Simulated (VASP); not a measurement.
# Ti4O in VASP: a series of runs, part 2 of 2

VASP 6.6.1.

**5. Single point, PBE**

Input file INCAR:

```
  PREC = Accurate
  ENCUT = 520
  EDIFF = 1E-6
  ISMEAR = 0
  SIGMA = 0.1
  LREAL = F
  LASPH = T
  NELM = 100
  ALGO = Normal
  ISIF = 2
  LWAVE = F
  LCHARG = F
  LDIPOL = T
  IDIPOL = 3
  DIPOL = 0.5 0.5 0.347
  GGA = PE
  NBANDS = 35
```

Input file KPOINTS:

```
regular mesh
0
Gamma
  9 7 1
```

Input file POSCAR:

```
Ti4O
1.0
    2.9075446938      0.0000000000      0.0000000000
    0.0000000000      4.1118891392      0.0000000000
    0.0000000000      0.0000000000     19.6535692687
Ti O
4 1
Direct
    0.5000000000      0.5000000000      0.2035253722
    0.0000000000      0.0000000000      0.2774952616
    0.5000000000      0.5000000000      0.3439484703
    0.0000000000      0.0000000000      0.4148645550
    0.0000000000      0.1000000000      0.4943859053
```

Potentials or basis: VASP PAW PBE potentials, release 64 (Ti_sv, O).

Command:

```
cat potpaw_PBE.64/Ti_sv/POTCAR potpaw_PBE.64/O/POTCAR > POTCAR
mpirun -np 1 vasp_std > vasp.out
```

OUTCAR:

```text
PREC = Accurate
   ENCUT = 520
   EDIFF = 1E-6
   ISMEAR = 0
   LREAL = F
   LASPH = T
   NELM = 100
   ISIF = 2
   GGA = PE

 ion  position               nearest neighbor table
   1  0.500  0.500  0.204-   3 2.76   2 2.91   2 2.91   2 2.91   2 2.91
   2  0.000  0.000  0.277-   4 2.70   3 2.84   3 2.84   3 2.84   3 2.84   1 2.91   1 2.91   1 2.91
                             1 2.91
   3  0.500  0.500  0.344-   1 2.76   2 2.84   2 2.84   2 2.84   2 2.84   4 2.88   4 2.88   4 2.88
                             4 2.88
   4  0.000  0.000  0.415-   5 1.62   2 2.70   3 2.88   3 2.88   3 2.88   3 2.88
   5  0.000  0.100  0.494-   4 1.62

  LATTYP: Found a simple orthorhombic cell.
 ALAT       =     2.9075446938
 B/A-ratio  =     1.4142135624
 C/A-ratio  =     6.7595071920

  Lattice vectors:

 A1 = (   2.9075446938,   0.0000000000,   0.0000000000)
 A2 = (   0.0000000000,   4.1118891392,   0.0000000000)
 A3 = (   0.0000000000,   0.0000000000,  19.6535692687)

Analysis of symmetry for initial positions (statically):
=====================================================================
 Subroutine PRICEL returns:
 Original cell was already a primitive cell.

 Routine SETGRP: Setting up the symmetry group for a
 simple orthorhombic supercell.

 Subroutine GETGRP returns: Found  2 space group operations
 (whereof  2 operations were pure point group operations)
 out of a pool of  8 trial point group operations.

The static configuration has the point symmetry C_1h.

Analysis of symmetry for dynamics (positions and initial velocities):
=====================================================================
 Subroutine PRICEL returns:
 Original cell was already a primitive cell.

 Routine SETGRP: Setting up the symmetry group for a
 simple orthorhombic supercell.

 Subroutine GETGRP returns: Found  2 space group operations
 (whereof  2 operations were pure point group operations)
 out of a pool of  8 trial point group operations.

The dynamic configuration has the point symmetry C_1h.

 Subroutine INISYM returns: Found  2 space group operations
 (whereof  2 operations are pure point group operations),
 and found     1 'primitive' translations

----------------------------------------------------------------------------------------

                                     Primitive cell

  volume of cell :     234.9683

  direct lattice vectors                    reciprocal lattice vectors
     2.907544694  0.000000000  0.000000000     0.343932804  0.000000000  0.000000000
     0.000000000  4.111889139  0.000000000     0.000000000  0.243197218  0.000000000
     0.000000000  0.000000000 19.653569269     0.000000000  0.000000000  0.050881343

  length of vectors
     2.907544694  4.111889139 19.653569269     0.343932804  0.243197218  0.050881343

  position of ions in fractional coordinates (direct lattice)
     0.500000000  0.500000000  0.203525372
     0.000000000  0.000000000  0.277495262
     0.500000000  0.500000000  0.343948470
     0.000000000  0.000000000  0.414864555
     0.000000000  0.100000000  0.494385905

  ion indices of the primitive-cell ions
   primitive index   ion index
                 1           1
                 2           2
[... 37 lines left out ...]
  0.000000  0.142857  0.000000      2.000000
[... 12 lines left out ...]
  0.333333  0.428571  0.000000      4.000000
  0.444444  0.428571  0.000000      4.000000
   k-points           NKPTS =     20   k-points in BZ     NKDIM =     20   number of bands    NBANDS=     35
   number of dos      NEDOS =    301   number of ions     NIONS =      5
   total plane-waves  NPLWV = 115200
   dimension x,y,z NGX =    24 NGY =   32 NGZ =  150
   dimension x,y,z NGXF=    48 NGYF=   64 NGZF=  300
   ions per type =               4   1
   NGX,Y,Z   is equivalent  to a cutoff of  13.72, 12.94, 12.69 a.u.
   NGXF,Y,Z  is equivalent  to a cutoff of  27.45, 25.88, 25.38 a.u.
 SYSTEM =  unknown system
   PREC   = accura    normal or accurate (medium, high low for compatibility)
   ISTART =      0    job   : 0-new  1-cont  2-samecut
   ICHARG =      2    charge: 1-file 2-atom 10-const
   ISPIN  =      1    spin polarized calculation?
   LNONCOLLINEAR =      F non collinear calculations
   LSORBIT =      F    spin-orbit coupling
   LASPH  =      T    aspherical Exc in radial PAW
   ENCUT  =  520.0 eV  38.22 Ry    6.18 a.u.   5.41  7.65 36.54*2*pi/ulx,y,z
   NELM   =    100;   NELMIN=  2; NELMDL= -5     # of ELM steps
   EDIFF  = 0.1E-05   stopping-criterion for ELM
   LREAL  =      F    real-space projection
   EDIFFG = 0.1E-04   stopping-criterion for IOM
   NSW    =      0    number of steps for IOM
   IBRION =     -1    ionic relax: 0-MD 1-quasi-New 2-CG
   NFREE  =      0    steps in history (QN), initial steepest desc. (CG)
   ISIF   =      2    stress and relaxation
   ISYM   =      2    0-nonsym 1-usesym 2-fastsym
   POTIM  = 0.5000    time-step for ionic-motion
   TEBEG  =    0.0;   TEEND  =   0.0 temperature during run
   PSTRESS=    0.0 pullay stress
   NELECT =      54.0000    total number of electrons
   NUPDOWN=      -1.0000    fix difference up-down
   EMIN   =  10.00;   EMAX   =-10.00  energy-range for DOS
   EFERMI =   0.00;   METHOD = LEGACY
   ISMEAR =     0;   SIGMA  =   0.10  broadening in eV -4-tet -1-fermi 0-gaus
   EFERMI_NEDOS =   21; number of points for ismear=-14 and -15
   IALGO  =     38    algorithm
   IMIX   =      4    mixing-type and parameters
     AMIX     =   0.40;   BMIX     =  1.00
     AMIX_MAG =   1.60;   BMIX_MAG =  1.00
  volume/ion in A,a.u.               =      46.99       317.13
  Fermi-wavevector in a.u.,A,eV,Ry     =   1.002774  1.894968 13.681412  1.005555
  Thomas-Fermi vector in A             =   2.135283
   LORBIT       =      0    0 simple, 1 ext, 2 COOP (PROOUT), +10 PAW based schemes
   GGA     = PE    functional components
   LHFCALC =     F    Hartree Fock is set to
   AEXX    =    0.0000 exact exchange contribution
   IVDW    =     0    specifies the selected vdW correction
   LEPSILON=     F    determine dielectric tensor
   LRPA    =     F    only Hartree local field effects (RPA)
 non-spin polarized calculation
 Gauss-broadening in eV      SIGMA  =   0.10
  energy-cutoff  :      520.00
  volume of cell :      234.97
 maximum number of plane-waves:      6369
 NGX is ok and might be reduce to    24
   NGX = 11   NGY = 15   NGZ = 73

 dipolmoment           0.000000      0.000000     -0.237064 electrons x Angstroem

 number of electron      54.0000009 magnetization

 dipolmoment           0.000000      0.000000      0.304424 electrons x Angstroem

 Free energy of the ion-electron system (eV)
  ---------------------------------------------------
  ext. energy  EPLUGINS =         0.00000000
  ---------------------------------------------------
  free energy    TOTEN  =       -35.81513572 eV

  energy without entropy =      -35.77940828  energy(sigma->0) =      -35.79727200

 E-fermi :  -1.2762     XC(G=0):  -4.7496

 val. band max:       -1.2906108575   @ k =   0.1111   0.1429   0.0000
 cond. band min:      -1.2699794285   @ k =   0.2222   0.1429   0.0000
 fundamental gap:      0.0206314291
 Fermi energy:        -1.2761740538

 k-point     1 :       0.0000    0.0000    0.0000
  band No.  band energies     occupation
      1     -58.3260      2.00000
      2     -58.0019      2.00000
      3     -57.8227      2.00000
      4     -57.5593      2.00000
      5     -34.7349      2.00000
      6     -34.6471      2.00000
[... 749 lines left out ...]
     34       0.5383      0.00000
     35       0.8071      0.00000

------------------------ aborting loop because EDIFF is reached ----------------------------------------

 vacuum level on the upper side and lower side of the slab       (xc-potential included)         2.157        -2.362

  FORCE on cell =-STRESS in cart. coord.  units (eV):
  Direction    XX          YY          ZZ          XY          YZ          ZX
  --------------------------------------------------------------------------------------
  -------------------------------------------------------------------------------------
  Total        3.0759182     -1.0536393      1.5115509      0.0000000      0.5320163      0.0000000
  in kB       20.9737525     -7.1844467     10.3068070      0.0000000      3.6276575      0.0000000
  external PRESSURE =       8.0320376 kB  Pullay stress =       0.0000000 kB

 VOLUME and BASIS-vectors are now :
 -----------------------------------------------------------------------------
  energy-cutoff  :      520.00
  volume of cell :      234.97
      direct lattice vectors                 reciprocal lattice vectors
     2.907544694  0.000000000  0.000000000     0.343932804  0.000000000  0.000000000
     0.000000000  4.111889139  0.000000000     0.000000000  0.243197218  0.000000000
     0.000000000  0.000000000 19.653569269     0.000000000  0.000000000  0.050881343

 POSITION                                       TOTAL-FORCE (eV/Angst)
 -----------------------------------------------------------------------------------
      1.45377      2.05594      4.00000         0.000000     -0.006061      0.490012
      0.00000      0.00000      5.45377         0.000000      0.009092     -0.509671
      1.45377      2.05594      6.75982         0.000000     -0.198680     -1.103758
      0.00000      0.00000      8.15357         0.000000      0.032962      0.711272
      0.00000      0.41119      9.71645         0.000000      0.162687      0.412145
 -----------------------------------------------------------------------------------
    total drift:                                0.000000     -0.000190      0.001507

  FREE ENERGIE OF THE ION-ELECTRON SYSTEM (eV)
  ---------------------------------------------------
  free  energy   TOTEN  =       -35.8151357232 eV

  energy  without entropy=      -35.7794082801  energy(sigma->0) =      -35.79727200

 vacuum level on the upper side and lower side of the slab         6.616         1.956
```

stdout:

```text
POSCAR found type information on POSCAR TiO
 POSCAR found :  2 types and       5 ions
 scaLAPACK will be used
 LDA part: xc-table for (Slater+PW92), standard interpolation
 POSCAR, INCAR and KPOINTS ok, starting setup
 FFT: planning ... GRIDC
 FFT: planning ... GRID_SOFT
 FFT: planning ... GRID
 WAVECAR not read
 entering main loop
```

Wall time 2.6 min (1 thread of Intel Xeon 6975P-C (Granite Rapids), shared host); peak memory 0.39 GiB.

Results:

- Free energy: -35.8151 eV
- Largest force: 1.121 eV/Å
- Band gap on the k mesh: zero (band 27 reaches -0.82 eV, above the bottom of band 28 at -1.42 eV)

Forces on the atoms (eV/Å):
```
Ti   0.000 -0.006  0.490
Ti   0.000  0.009 -0.510
Ti   0.000 -0.199 -1.104
Ti   0.000  0.033  0.711
O    0.000  0.163  0.412
```

**6. Single point, PBE**

Input file INCAR:

```
PREC = Accurate ; ENCUT = 520
EDIFF = 1E-6 ; ISMEAR = 0
SIGMA = 0.1 ; LREAL = False
LASPH = True ; NELM = 80
ALGO = Normal ; ISIF = 2
LWAVE = False ; LCHARG = True
LDIPOL = True ; IDIPOL = 3
DIPOL = 0.5 0.5 0.347 ; GGA = PE
LELF = True ; LVHAR = True
LVACPOTAV = True ; NBANDS = 35
```

KPOINTS is that of step 5.

POSCAR: that of step 5 with these lines changed.

```diff
@@ -12,2 +12,2 @@
     0.0000000000      0.0000000000      0.4148645550
-    0.0000000000      0.1000000000      0.4943859053
+    0.1666666667      0.0000000000      0.4937433193
```

Potentials or basis: VASP PAW PBE potentials, release 64 (Ti_sv, O).

Command:

```
cat potpaw_PBE.64/Ti_sv/POTCAR potpaw_PBE.64/O/POTCAR > POTCAR
mpirun -np 1 vasp_std > vasp.out
```

It took 2.4 min on 1 thread of Intel Xeon 6975P-C (Granite Rapids), shared host; peak memory 0.39 GiB.

It converged, with:

- Free energy: -36.0716 eV
- Largest force: 1.471 eV/Å
- Band gap on the k mesh: zero (band 27 reaches -0.72 eV, above the bottom of band 28 at -1.28 eV)

Forces in eV/Å, atoms in the order of the input:
```
Ti   0.005  0.000  0.475
Ti   0.036  0.000 -0.485
Ti  -0.027  0.000 -1.221
Ti  -1.190  0.000  0.865
O    1.176  0.000  0.366
```

Levels at points of the mesh, in eV from the Fermi level:
| k point | band 25 | band 26 | band 27 | band 28 | band 29 | band 30 |
| --- | --- | --- | --- | --- | --- | --- |
| (0.00, 0.00, 0.00) | -0.59 | -0.34 | -0.20 | 0.28 | 0.29 | 0.81 |
